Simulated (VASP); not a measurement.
# Cu3O2 (I4/mmm) in VASP: further runs

The runs below take Cu3O2 through single point, with RPBE, r2SCAN.

All numbers are computed with VASP 6.6.1; they aren't measurements. Logs are shortened: lines on timing, memory, paths and dates and some standing lists are left out, and cuts for length are marked.

**1. The cell of the first run**

Symmetry: I4/mmm, No. 139, tetragonal system. The conventional cell has a = 4.046 Å, b = 4.046 Å, c = 7.347 Å, α = 90.00°, β = 90.00°, γ = 90.00°. Within 2.4 Å of Cu (site symmetry -4m2) lie 2 O at 1.84 Å. Cu (site symmetry 4/mmm) has 4 O at 2.02 Å and 8 Cu at 2.73 Å within 2.8 Å. Within 2.4 Å of O (site symmetry mmm) lie 4 Cu at 1.84 to 2.02 Å.

**2. Single point, RPBE**

INCAR

```
SYSTEM = Cu3O2
PREC     = Accurate       ! precision mode
ENCUT    = 520            ! plane-wave cutoff, eV
EDIFF    = 1E-7           ! SCF threshold, eV
ISMEAR   = -1             ! smearing method
SIGMA    = 0.1            ! smearing width, eV
LREAL    = .False.        ! projectors in reciprocal space
LASPH    = .True.         ! aspherical terms in the spheres
NELM     = 100            ! most SCF steps
ALGO     = Normal         ! electronic algorithm
ISIF     = 2              ! what is computed and relaxed
LWAVE    = .False.        ! write WAVECAR
LCHARG   = .False.        ! write CHGCAR
GGA      = RP             ! functional
NBANDS   = 30             ! bands
```

KPOINTS

```
Automatic mesh
0
Gamma
  7 7 7
  0 0 0
```

POSCAR

```
Cu3O2
1.0
   -2.0229820000      2.0229820000      3.6736170000
    2.0229820000     -2.0229820000      3.6736170000
    2.0229820000      2.0229820000     -3.6736170000
Cu O
3 2
Direct
    0.2500000000      0.7500000000      0.5000000000
    0.7500000000      0.2500000000      0.5000000000
    0.0000000000      0.0000000000      0.0000000000
    0.0000000000      0.5000000000      0.5000000000
    0.5000000000      0.0000000000      0.5000000000
```

Potentials or basis: VASP PAW PBE potentials, release 64 (Cu, O).

Started as:

```bash
$ cat potpaw_PBE.64/Cu/POTCAR potpaw_PBE.64/O/POTCAR > POTCAR
$ mpirun -np 1 vasp_std > vasp.out
```

OUTCAR:

```text
SYSTEM = Cu3O2
   PREC = Accurate
   ENCUT = 520
   EDIFF = 1E-7
   ISMEAR = -1
   LREAL = .False.
   LASPH = .True.
   NELM = 100
   ISIF = 2
   GGA = RP

 ion  position               nearest neighbor table
   1  0.250  0.750  0.500-   4 1.84   5 1.84   3 2.73   3 2.73   3 2.73   3 2.73
   2  0.750  0.250  0.500-   4 1.84   5 1.84   3 2.73   3 2.73   3 2.73   3 2.73
   3  0.000  0.000  0.000-   4 2.02   5 2.02   4 2.02   5 2.02   2 2.73   1 2.73   1 2.73   2 2.73
                             2 2.73   1 2.73   1 2.73   2 2.73
   4  0.000  0.500  0.500-   1 1.84   2 1.84   3 2.02   3 2.02
   5  0.500  0.000  0.500-   1 1.84   2 1.84   3 2.02   3 2.02

  LATTYP: Found a body centered tetragonal cell.
 ALAT       =     4.0459640000
 C/A-ratio  =     1.8159415160

  Lattice vectors:

 A1 = (  -2.0229820000,   2.0229820000,   3.6736170000)
 A2 = (   2.0229820000,  -2.0229820000,   3.6736170000)
 A3 = (   2.0229820000,   2.0229820000,  -3.6736170000)

Analysis of symmetry for initial positions (statically):
=====================================================================
 Subroutine PRICEL returns:
 Original cell was already a primitive cell.

 Routine SETGRP: Setting up the symmetry group for a
 body centered tetragonal supercell.

 Subroutine GETGRP returns: Found 16 space group operations
 (whereof 16 operations were pure point group operations)
 out of a pool of 16 trial point group operations.

The static configuration has the point symmetry D_4h.

Analysis of symmetry for dynamics (positions and initial velocities):
=====================================================================
 Subroutine PRICEL returns:
 Original cell was already a primitive cell.

 Routine SETGRP: Setting up the symmetry group for a
 body centered tetragonal supercell.

 Subroutine GETGRP returns: Found 16 space group operations
 (whereof 16 operations were pure point group operations)
 out of a pool of 16 trial point group operations.

The dynamic configuration has the point symmetry D_4h.

 Subroutine INISYM returns: Found 16 space group operations
 (whereof 16 operations are pure point group operations),
 and found     1 'primitive' translations

----------------------------------------------------------------------------------------

                                     Primitive cell

  volume of cell :      60.1365

  direct lattice vectors                    reciprocal lattice vectors
    -2.022982000  2.022982000  3.673617000     0.000000000  0.247159886  0.136105642
     2.022982000 -2.022982000  3.673617000     0.247159886  0.000000000  0.136105642
     2.022982000  2.022982000 -3.673617000     0.247159886  0.247159886  0.000000000

  length of vectors
     4.656218875  4.656218875  4.656218875     0.282157323  0.282157323  0.349536863

  position of ions in fractional coordinates (direct lattice)
     0.250000000  0.750000000  0.500000000
     0.750000000  0.250000000  0.500000000
     0.000000000  0.000000000  0.000000000
     0.000000000  0.500000000  0.500000000
     0.500000000  0.000000000  0.500000000

  ion indices of the primitive-cell ions
   primitive index   ion index
                 1           1
                 2           2
                 3           3
                 4           4
                 5           5

----------------------------------------------------------------------------------------

 KPOINTS: Automatic mesh

Automatic generation of k-mesh.
 Grid dimensions read from file:
 generate k-points for:    7    7    7

 Generating k-lattice:

  Cartesian coordinates                     Fractional coordinates (reciprocal lattice)
     0.000000000  0.035308555  0.019443663     0.142857143  0.000000000  0.000000000
     0.035308555  0.000000000  0.019443663     0.000000000  0.142857143  0.000000000
     0.035308555  0.035308555  0.000000000     0.000000000  0.000000000  0.142857143

  Length of vectors
     0.040308189  0.040308189  0.049933838

  Shift w.r.t. Gamma in fractional coordinates (k-lattice)
     0.000000000  0.000000000  0.000000000

 Subroutine IBZKPT returns following result:
 ===========================================

 Found     40 irreducible k-points:

 Following reciprocal coordinates:
            Coordinates               Weight
  0.000000  0.000000  0.000000      1.000000
  0.142857  0.000000 -0.000000      8.000000
  0.285714  0.000000  0.000000      8.000000
  0.428571 -0.000000  0.000000      8.000000
  0.142857  0.142857 -0.000000      8.000000
  0.285714  0.142857 -0.000000     16.000000
[... 16 lines left out ...]
 -0.142857  0.285714  0.142857      8.000000
 -0.428571  0.428571  0.142857      8.000000
 [... further k-points ...]
   k-points           NKPTS =     40   k-points in BZ     NKDIM =     40   number of bands    NBANDS=     30
   number of dos      NEDOS =    301   number of ions     NIONS =      5
   total plane-waves  NPLWV =  46656
   dimension x,y,z NGX =    36 NGY =   36 NGZ =   36
   dimension x,y,z NGXF=    72 NGYF=   72 NGZF=   72
   ions per type =               3   2
   NGX,Y,Z   is equivalent  to a cutoff of  12.85, 12.85, 12.85 a.u.
   NGXF,Y,Z  is equivalent  to a cutoff of  25.71, 25.71, 25.71 a.u.
 SYSTEM =  Cu3O2
   PREC   = accura    normal or accurate (medium, high low for compatibility)
   ISTART =      0    job   : 0-new  1-cont  2-samecut
   ICHARG =      2    charge: 1-file 2-atom 10-const
   ISPIN  =      1    spin polarized calculation?
   LNONCOLLINEAR =      F non collinear calculations
   LSORBIT =      F    spin-orbit coupling
   LASPH  =      T    aspherical Exc in radial PAW
   ENCUT  =  520.0 eV  38.22 Ry    6.18 a.u.   8.66  8.66  8.66*2*pi/ulx,y,z
   NELM   =    100;   NELMIN=  2; NELMDL= -5     # of ELM steps
   EDIFF  = 0.1E-06   stopping-criterion for ELM
   LREAL  =      F    real-space projection
   EDIFFG = 0.1E-05   stopping-criterion for IOM
   NSW    =      0    number of steps for IOM
   IBRION =     -1    ionic relax: 0-MD 1-quasi-New 2-CG
   NFREE  =      0    steps in history (QN), initial steepest desc. (CG)
   ISIF   =      2    stress and relaxation
   ISYM   =      2    0-nonsym 1-usesym 2-fastsym
   POTIM  = 0.5000    time-step for ionic-motion
   TEBEG  =    0.0;   TEEND  =   0.0 temperature during run
   PSTRESS=    0.0 pullay stress
   NELECT =      45.0000    total number of electrons
   NUPDOWN=      -1.0000    fix difference up-down
   EMIN   =  10.00;   EMAX   =-10.00  energy-range for DOS
   EFERMI =   0.00;   METHOD = LEGACY
   ISMEAR =    -1;   SIGMA  =   0.10  broadening in eV -4-tet -1-fermi 0-gaus
   EFERMI_NEDOS =   21; number of points for ismear=-14 and -15
   IALGO  =     38    algorithm
   IMIX   =      4    mixing-type and parameters
     AMIX     =   0.40;   BMIX     =  1.00
     AMIX_MAG =   1.60;   BMIX_MAG =  1.00
  volume/ion in A,a.u.               =      12.03        81.16
  Fermi-wavevector in a.u.,A,eV,Ry     =   1.486277  2.808656 30.055525  2.209019
  Thomas-Fermi vector in A             =   2.599583
   LORBIT       =      0    0 simple, 1 ext, 2 COOP (PROOUT), +10 PAW based schemes
   GGA     = RP    functional components
   LHFCALC =     F    Hartree Fock is set to
   AEXX    =    0.0000 exact exchange contribution
   IVDW    =     0    specifies the selected vdW correction
   LEPSILON=     F    determine dielectric tensor
   LRPA    =     F    only Hartree local field effects (RPA)
 non-spin polarized calculation
  energy-cutoff  :      520.00
  volume of cell :       60.14
 maximum number of plane-waves:      1661
   NGX = 17   NGY = 17   NGZ = 17

 number of electron      45.0000018 magnetization

 Free energy of the ion-electron system (eV)
  ---------------------------------------------------
  ext. energy  EPLUGINS =         0.00000000
  ---------------------------------------------------
  free energy    TOTEN  =       -20.55782221 eV

  energy without entropy =      -20.48672516  energy(sigma->0) =      -20.52227369

 E-fermi :   4.5817     XC(G=0): -10.9540

 val. band max:        4.5621801423   @ k =   0.1429   0.1429  -0.0000
 cond. band min:       4.6027360934   @ k =  -0.4286   0.4286   0.2857
 fundamental gap:      0.0405559511
 Fermi energy:         4.5816578599

 k-point     1 :       0.0000    0.0000    0.0000
  band No.  band energies     occupation
      1     -14.6691      2.00000
      2     -13.4706      2.00000
      3      -1.9741      2.00000
      4      -0.9690      2.00000
      5      -0.9690      2.00000
      6      -0.4060      2.00000
[... 22 lines left out ...]
     29      15.6141      0.00000
     30      16.0422      0.00000

 k-point     2 :       0.1429    0.0000   -0.0000
  band No.  band energies     occupation
      1     -14.6001      2.00000
      2     -13.5166      2.00000
      3      -1.9412      2.00000
      4      -1.1381      2.00000
      5      -0.8946      2.00000
      6      -0.6226      2.00000
[... 22 lines left out ...]
     29      15.2376      0.00000
     30      16.8332      0.00000

 k-point     3 :       0.2857    0.0000    0.0000
  band No.  band energies     occupation
      1     -14.4119      2.00000
      2     -13.6530      2.00000
      3      -1.8420      2.00000
      4      -1.5094      2.00000
      5      -0.9919      2.00000
      6      -0.6843      2.00000
[... 22 lines left out ...]
     29      15.2177      0.00000
     30      15.3627      0.00000

 k-point     4 :       0.4286   -0.0000    0.0000
  band No.  band energies     occupation
      1     -14.1604      2.00000
      2     -13.8625      2.00000
      3      -1.8022      2.00000
      4      -1.6768      2.00000
      5      -1.3224      2.00000
      6      -0.4102      2.00000
[... 22 lines left out ...]
     29      13.7295      0.00000
     30      15.4767      0.00000

 k-point     5 :       0.1429    0.1429   -0.0000
  band No.  band energies     occupation
      1     -14.5024      2.00000
      2     -13.5906      2.00000
      3      -1.7314      2.00000
      4      -1.2355      2.00000
      5      -1.0736      2.00000
      6      -0.8558      2.00000
[... 22 lines left out ...]
     29      15.1116      0.00000
     30      15.7947      0.00000
[... 526 lines left out ...]
     29      15.1349      0.00000
     30      15.3224      0.00000

 k-point    22 :      -0.2857    0.2857    0.1429
  band No.  band energies     occupation
      1     -14.2608      2.00000
      2     -13.7200      2.00000
      3      -2.4251      2.00000
      4      -1.9316      2.00000
      5      -0.7074      2.00000
      6      -0.2837      2.00000
[... 22 lines left out ...]
     29      14.8598      0.00000
     30      16.4256      0.00000

 k-point    23 :      -0.1429    0.2857    0.1429
  band No.  band energies     occupation
      1     -14.2720      2.00000
      2     -13.7436      2.00000
      3      -2.3195      2.00000
      4      -1.8141      2.00000
      5      -0.5185      2.00000
      6      -0.4207      2.00000
[... 22 lines left out ...]
     29      14.2080      0.00000
     30      15.4437      0.00000

 k-point    24 :      -0.4286    0.4286    0.1429
  band No.  band energies     occupation
      1     -14.0712      2.00000
      2     -13.8300      2.00000
      3      -2.6126      2.00000
      4      -2.2192      2.00000
      5      -0.8913      2.00000
      6      -0.5474      2.00000
[... 22 lines left out ...]
     29      15.6626      0.00000
     30      16.6209      0.00000

 [... further k-points ...]
[... 5 lines left out ...]
  --------------------------------------------------------------------------------------
  -------------------------------------------------------------------------------------
  Total        2.0175329      2.0175329      2.9890080      0.0000000      0.0000000      0.0000000
  in kB       53.7518348     53.7518348     79.6342234      0.0000000      0.0000000      0.0000000
  external PRESSURE =      62.3792977 kB  Pullay stress =       0.0000000 kB

 VOLUME and BASIS-vectors are now :
 -----------------------------------------------------------------------------
  energy-cutoff  :      520.00
  volume of cell :       60.14
      direct lattice vectors                 reciprocal lattice vectors
    -2.022982000  2.022982000  3.673617000     0.000000000  0.247159886  0.136105642
     2.022982000 -2.022982000  3.673617000     0.247159886  0.000000000  0.136105642
     2.022982000  2.022982000 -3.673617000     0.247159886  0.247159886  0.000000000

 POSITION                                       TOTAL-FORCE (eV/Angst)
 -----------------------------------------------------------------------------------
      2.02298      0.00000      1.83681        -0.000000      0.000000      0.000000
      0.00000      2.02298      1.83681         0.000000     -0.000000     -0.000000
      0.00000      0.00000      0.00000         0.000000      0.000000      0.000000
      2.02298      0.00000      0.00000         0.000000      0.000000      0.000000
      0.00000      2.02298      0.00000         0.000000      0.000000      0.000000
 -----------------------------------------------------------------------------------
    total drift:                                0.000000      0.000000      0.000000

  FREE ENERGIE OF THE ION-ELECTRON SYSTEM (eV)
  ---------------------------------------------------
  free  energy   TOTEN  =       -20.5578222113 eV

  energy  without entropy=      -20.4867251603  energy(sigma->0) =      -20.52227369
```

It took 3.2 min on 1 thread of Intel Xeon 8259CL, shared host; peak memory 0.23 GiB.

What came out:

```yaml
Free_energy: -20.5578 eV
Pressure: 6.2 GPa
Band_gap_on_the_k_mesh: zero (an odd number of electrons rules out a gap without spin polarisation)
```

Levels at points of the mesh, in eV from the Fermi level:
```csv
k point,band 19,band 20,band 21,band 22,band 23,band 24,band 25,band 26,band 27,band 28
"(0.00, 0.00, 0.00)",-1.68,-1.53,-0.83,-0.83,0.36,0.45,5.18,5.18,7.05,7.22
```

Caveat: the cell stands under pressure; the PAW data sets were made with another functional, which shifts forces and pressure a little; an odd number of electrons without spin polarisation forces a metal; a magnetic or distorted state may lie lower.

**3. Single point, r2SCAN**

POSCAR is that of step 2.

INCAR.step1

```
SYSTEM = Cu3O2
ALGO     = Normal         ! electronic algorithm
EDIFF    = 1E-4           ! SCF threshold, eV
ENCUT    = 520            ! plane-wave cutoff, eV
GGA      = PE             ! functional
ISMEAR   = -1             ! smearing method
LASPH    = .True.         ! aspherical terms in the spheres
LCHARG   = .False.        ! write CHGCAR
LREAL    = .False.        ! projectors in reciprocal space
LWAVE    = .True.         ! write WAVECAR
NBANDS   = 30             ! bands
NELM     = 100            ! most SCF steps
PREC     = Accurate       ! precision mode
SIGMA    = 0.1            ! smearing width, eV
```

INCAR.step2

```
SYSTEM = Cu3O2
ALGO     = Normal         ! electronic algorithm
EDIFF    = 1E-7           ! SCF threshold, eV
ENCUT    = 520            ! plane-wave cutoff, eV
ISIF     = 2              ! what is computed and relaxed
ISMEAR   = -1             ! smearing method
ISTART   = 1            
LASPH    = .True.         ! aspherical terms in the spheres
LCHARG   = .False.        ! write CHGCAR
LMIXTAU  = .True.       
LREAL    = .False.        ! projectors in reciprocal space
LWAVE    = .False.        ! write WAVECAR
METAGGA  = R2SCAN         ! meta-GGA
NBANDS   = 30             ! bands
NELM     = 100            ! most SCF steps
PREC     = Accurate       ! precision mode
SIGMA    = 0.1            ! smearing width, eV
```

KPOINTS

```
k-points
0
Gamma
  7 7 7
  0 0 0
```

Potentials or basis: VASP PAW PBE potentials, release 64 (Cu, O).

Started as:

```bash
$ cat potpaw_PBE.64/Cu/POTCAR potpaw_PBE.64/O/POTCAR > POTCAR
$ cp INCAR.step1 INCAR
$ mpirun -np 1 vasp_std > vasp.out
$ cp INCAR.step2 INCAR
$ mpirun -np 1 vasp_std > vasp.out
```

Run time: 9.8 min. Hardware: 1 thread of Intel Xeon 8259CL, shared host; peak memory 0.25 GiB.

It converged, with:

```
Free energy            : -46.5631 eV
Pressure               : -3.6 GPa
Band gap on the k mesh : zero (an odd number of electrons rules out a gap without spin polarisation)
```

Stress tensor (GPa, compression positive):
```
-2.97  0.00  0.00
 0.00 -2.97  0.00
 0.00  0.00 -4.84
```

Levels at points of the mesh, in eV from the Fermi level:
```tsv
k point	band 21	band 22	band 23	band 24	band 25	band 26
(0.00, 0.00, 0.00)	-0.94	-0.94	0.40	0.66	5.49	5.49
```

Caveat: the cell stands under tension; the PAW data sets were made with another functional, which shifts forces and pressure a little; an odd number of electrons without spin polarisation forces a metal; a magnetic or distorted state may lie lower. With open d or f shells a metallic result of r2SCAN can be an artefact of self-interaction; +U or a hybrid may open a gap.
